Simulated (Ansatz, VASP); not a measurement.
# One calculation of Re, two programs

Contents of INCAR:

```
ALGO = Normal ; EDIFF = 1E-7
ENCUT = 520 ; GGA = PE
ISIF = 2 ; ISMEAR = 0
LASPH = True ; LCHARG = False
LREAL = False ; LWAVE = False
NBANDS = 10 ; NELM = 60
PREC = Accurate ; SIGMA = 0.15
```

Contents of KPOINTS:

```
k-points
0
Gamma
  10 10 10
```

File POSCAR:

```
Re
1.0
    0.0000000000      1.9577236186      2.0115610181
    1.9038862191      0.0000000000      2.0115610181
    1.9038862191      1.9577236186      0.0000000000
Re
1
Direct
    0.0000000000      0.0000000000      0.0000000000
```

Input for Ansatz:

```yaml
crystal:
  lattice:
    - [0.0, 1.9577236186, 2.0115610181]
    - [1.9038862191, 0.0, 2.0115610181]
    - [1.9038862191, 1.9577236186, 0.0]
  atoms:
    - { symbol: Re, position: [0.0, 0.0, 0.0] }
basis:
  ecutwfc: 420
kpoints:
  mp_grid: { grid: [10, 10, 10] }
hamiltonian:
  xc: pbe
scf:
  occupations: { method: gaussian, width: 0.15 }
output:
  forces: true
  stress: true
  eigenvalues: true
```

Change from the starting cell: normal strain along x -0.0275, normal strain along z +0.0275.

Alike in both runs: task single point; functional PBE; k mesh 10 × 10 × 10; occupations gaussian, width 0.15 eV; no spin polarisation.

|  | VASP | Ansatz |
| --- | --- | --- |
| version | VASP 6.6.1 | Ansatz 0.2.0 |
| potentials or method | VASP PAW PBE potentials, release 64 (Re), cutoff 520 eV | scalar-relativistic, plane waves, PAW |
| valence electrons in the cell | 7 | 15 |

|  | VASP | Ansatz | Ansatz less VASP |
| --- | --- | --- | --- |
| gap on the k mesh at the Fermi level (eV) | none | none | - |
| pressure (GPa) | -0.3 | 0.2 | +0.52 |
| traceless stress, the component that is largest in VASP (GPa) | 8.05 | 8.12 | +0.071 |

A gap of «none» marks a metal or a gap that the smearing closes. VASP's potentials hold 7 valence electrons a cell and Ansatz's 15, so a difference there can come from the potentials and not from the codes.

Neither program's run includes spin-orbit coupling.
